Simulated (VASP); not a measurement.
Li3HSe:

```xyz
5
Lattice="3.9341 0.0000 0.0000 0.0000 3.9341 0.0000 0.0000 0.0000 3.9341" Properties=species:S:1:pos:R:3 pbc="T T T"
Li    0.0000    1.9671    1.9671
Li    1.9671    0.0000    1.9671
Li    1.9671    1.9671    0.0000
H     1.9671    1.9671    1.9671
Se    0.0000    0.0000    0.0000
```

Base run:

| Quantity | Value |
| --- | --- |
| Program | VASP 6.6.1 |
| Functional | r2SCAN |
| Potentials or basis | VASP PAW PBE potentials, release 64 (Li_sv, H, Se) |
| Cutoff | 520 eV |
| k mesh | 6 × 6 × 6 |
| Occupations | gaussian, width 0.01 eV |
| Spin | no spin polarisation |

Its results: band gap on the k mesh 4.33 eV (least direct gap 4.85 eV).

**Question.** The run is repeated on the same cell with these changes: functional from r2SCAN to PBE. What comes out?

**Answer.** Band gap on the k mesh 3.47 eV (least direct gap 4.00 eV).

A k mesh can miss the band edges.
